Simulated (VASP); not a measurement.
A run of VASP 6.6.1 is set up as follows.

File INCAR:

```
PREC = Accurate
ENCUT = 520
EDIFF = 1E-6
ISMEAR = 0
SIGMA = 0.1
LREAL = F
LASPH = T
NELM = 60
ALGO = Fast
ISIF = 2
LWAVE = F
LCHARG = F
LDIPOL = T
IDIPOL = 3
DIPOL = 0.5 0.5 0.500
GGA = PS
IBRION = 2
NSW = 80
EDIFFG = -0.02
```

Contents of KPOINTS:

```
Automatic mesh
0
Gamma
  9 9 1
```

Contents of POSCAR:

```
CoSi2
1.0
    3.7565103795      0.0000000000      0.0000000000
   -1.8782551897      3.2532334182      0.0000000000
    0.0000000000      0.0000000000     25.7351225838
Si Co
8 4
Direct
    0.0000000000      0.0000000000      0.2914305139
    0.3333333333      0.6666666667      0.3510217956
    0.6666666667      0.3333333333      0.4106130774
    0.0000000000      0.0000000000      0.4702043591
    0.3333333333      0.6666666667      0.5297956409
    0.6666666667      0.3333333333      0.5893869226
    0.0000000000      0.0000000000      0.6489782044
    0.3333333333      0.6666666667      0.7085694861
    0.6666666667      0.3333333333      0.3212261548
    0.3333333333      0.6666666667      0.4404087183
    0.0000000000      0.0000000000      0.5595912817
    0.6666666667      0.3333333333      0.6787738452
```

Potentials or basis: VASP PAW PBE potentials, release 64 (Si, Co).

Run with:

```console
$ cat potpaw_PBE.64/Si/POTCAR potpaw_PBE.64/Co/POTCAR > POTCAR
$ mpirun -np 1 vasp_std > vasp.out
```

Problem. What does it give for the energy gained by relaxing?

Solution. 6.7 meV/atom.

Problem. What does it give for the band gap on the k mesh?

Solution. Zero (bands 34 and 35 overlap by 2.61 eV).

Final structure:
```
CELL_PARAMETERS angstrom
3.75651 0.00000 0.00000
-1.87826 3.25323 0.00000
0.00000 0.00000 25.73512
ATOMIC_POSITIONS crystal
Si 0.00000 0.00000 0.29645
Si 0.33333 0.66667 0.35138
Si 0.66667 0.33333 0.41073
Si 0.00000 0.00000 0.46948
Si 0.33333 0.66667 0.53052
Si 0.66667 0.33333 0.58927
Si 0.00000 0.00000 0.64862
Si 0.33333 0.66667 0.70355
Co 0.66667 0.33333 0.32219
Co 0.33333 0.66667 0.44115
Co 0.00000 0.00000 0.55885
Co 0.66667 0.33333 0.67781
```

 Spin polarisation is off, so any magnetic state and its effect on volume and gap are missing.
